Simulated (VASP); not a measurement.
The system is CaSe.

```
Ca Se
1.0
     0.00000    2.96754    2.96754
     2.96754    0.00000    2.96754
     2.96754    2.96754    0.00000
Ca Se
1 1
Direct
  0.00000 0.00000 0.00000
  0.50000 0.50000 0.50000
```

Base run:

| Quantity | Value |
| --- | --- |
| Program | VASP 6.6.1 |
| Functional | r2SCAN |
| Potentials or basis | VASP PAW PBE potentials, release 64 (Ca_sv, Se) |
| Cutoff | 520 eV |
| k mesh | 6 × 6 × 6 |
| Occupations | gaussian, width 0.01 eV |
| Spin | no spin polarisation |

Its results: band gap on the k mesh 2.52 eV, indirect (least direct gap 3.46 eV); pressure 0.2 GPa.

Problem. The run is repeated on the same cell with these changes: functional from r2SCAN to PBE; further incar settings from ALGO = Normal; EDIFF = 1e-06; NBANDS = 15 to ALGO = Normal; EDIFF = 1e-07; NBANDS = 15. What comes out?

Solution. Band gap on the k mesh 2.05 eV, indirect (least direct gap 2.97 eV); pressure 0.7 GPa.

Caveats: the PAW data sets were made with another functional, which shifts forces and pressure a little (some runs).

A k mesh can miss the band edges.
